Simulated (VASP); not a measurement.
Write the native input for VASP 6.6.1 that does the following.

| Quantity | Value |
| --- | --- |
| Task | electric field gradients |
| Functional | PBE |
| Potentials or basis | VASP PAW PBE potentials, release 64 (Ti_sv, N) |
| Cutoff | 520 eV |
| k mesh | 13 × 13 × 13 |
| Occupations | fermi-dirac, width 0.05 eV |
| Spin | no spin polarisation |
| Dipole correction | no |
| Further INCAR settings | ALGO = Normal; EDIFF = 1e-08; NBANDS = 16 |

The structure of TiN lies in POSCAR:

```
TiN
1.0
    0.0000000000      2.1077579601      2.1077579601
    2.1077579601      0.0000000000      2.1077579601
    2.1077579601      2.1077579601      0.0000000000
Ti N
1 1
Direct
    0.0000000000      0.0000000000      0.0000000000
    0.5000000000      0.5000000000      0.5000000000
```

This cell differs from its parent crystal: volume scaled by 0.98.

The input as run:

INCAR

```
SYSTEM = TiN
ALGO = Normal ; EDIFF = 1E-8
ENCUT = 520 ; GGA = PE
ISIF = 2 ; ISMEAR = -1
LASPH = .TRUE. ; LCHARG = .FALSE.
LEFG = .TRUE. ; LREAL = .FALSE.
LWAVE = .FALSE. ; NBANDS = 16
NELM = 80 ; PREC = Accurate
SIGMA = 0.05
```

KPOINTS

```
k-points
0
G
  13 13 13
  0 0 0
```

Potentials or basis: VASP PAW PBE potentials, release 64 (Ti_sv, N).

Command:

```console
$ cat potpaw_PBE.64/Ti_sv/POTCAR potpaw_PBE.64/N/POTCAR > POTCAR
$ mpirun -np 1 vasp_std > vasp.out
```

It gave:

| Property | Result |
| --- | --- |
| Pressure | 6.9 GPa |

Caveat: without QUAD_EFG the Cq values of the log hold for a quadrupole moment of 1 mb, not for the nuclei.

Wall time 52 s on 1 thread of Intel Xeon 8259CL, on a shared host, peak memory 0.15 GiB.
